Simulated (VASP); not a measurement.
# V: single point with LDA

The system is V.

```xyz
1
Lattice="-1.4634 1.4634 1.4634 1.4634 -1.4634 1.4634 1.4634 1.4634 -1.4634" Properties=species:S:1:pos:R:3 pbc="T T T"
V     0.0000    0.0000    0.0000
```

```json
{
 "Program": "VASP 6.6.1",
 "Task": "single point",
 "Functional": "LDA",
 "Potentials or basis": "VASP PAW LDA potentials, release 64 (V_sv)",
 "Cutoff": "500 eV",
 "k mesh": "20 × 20 × 20",
 "Occupations": "gaussian, width 0.1 eV",
 "Spin": "no spin polarisation"
}
```

```yaml
Pressure: 0.3 GPa
Band_gap_on_the_k_mesh: zero (an odd number of electrons rules out a gap without spin polarisation)
```

Levels at points of the mesh, in eV from the Fermi level:
| k point | band 2 | band 3 | band 4 | band 5 | band 6 | band 7 | band 8 | band 9 | band 10 | band 11 |
| --- | --- | --- | --- | --- | --- | --- | --- | --- | --- | --- |
| (0.00, 0.00, 0.00) | -36.46 | -36.46 | -36.46 | -6.65 | 0.40 | 0.40 | 0.40 | 2.58 | 2.58 | 21.10 |
| (0.50, 0.00, 0.00) | -37.62 | -36.81 | -36.47 | -3.43 | -1.30 | 2.02 | 2.61 | 2.99 | 4.53 | 11.12 |
| (0.50, 0.50, 0.50) | -37.24 | -37.24 | -37.24 | -3.36 | -3.36 | 4.09 | 4.09 | 4.09 | 10.92 | 10.92 |

It took 32 s on 1 thread of Intel(R) Xeon(R) Platinum 8259CL CPU @ 2.50GHz (Skylake/Cascade Lake), with other jobs on the host, peak memory 0.14 GiB.
